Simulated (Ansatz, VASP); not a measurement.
## LiCl: VASP beside Ansatz

```
CELL_PARAMETERS angstrom
0.00000 2.56477 2.56477
2.56477 0.00000 2.56477
2.56477 2.56477 0.00000
ATOMIC_POSITIONS crystal
Cl 0.50000 0.50000 0.50000
Li 0.00000 0.00000 0.00000
```

Alike in both runs: task single point; functional PBE; k mesh 9 × 9 × 9; occupations gaussian, width 0.02 eV; no spin polarisation.

|  | VASP | Ansatz |
| --- | --- | --- |
| version | VASP 6.6.1 | Ansatz 0.2.0 |
| potentials or method | VASP PAW PBE potentials, release 64 (Cl, Li_sv), cutoff 520 eV | all-electron LAPW, scalar-relativistic |

|  | VASP | Ansatz | Ansatz less VASP |
| --- | --- | --- | --- |
| gap on the k mesh at the Fermi level (eV) | 6.34 | 6.33 | -0.016 |
| least direct gap on the mesh (eV) | 6.34 | 6.33 | -0.016 |

Ansatz ran all-electron here, and VASP with PAW potentials.

Noted on VASP's run: the cutoff is short for stress, so the pressure is rough.
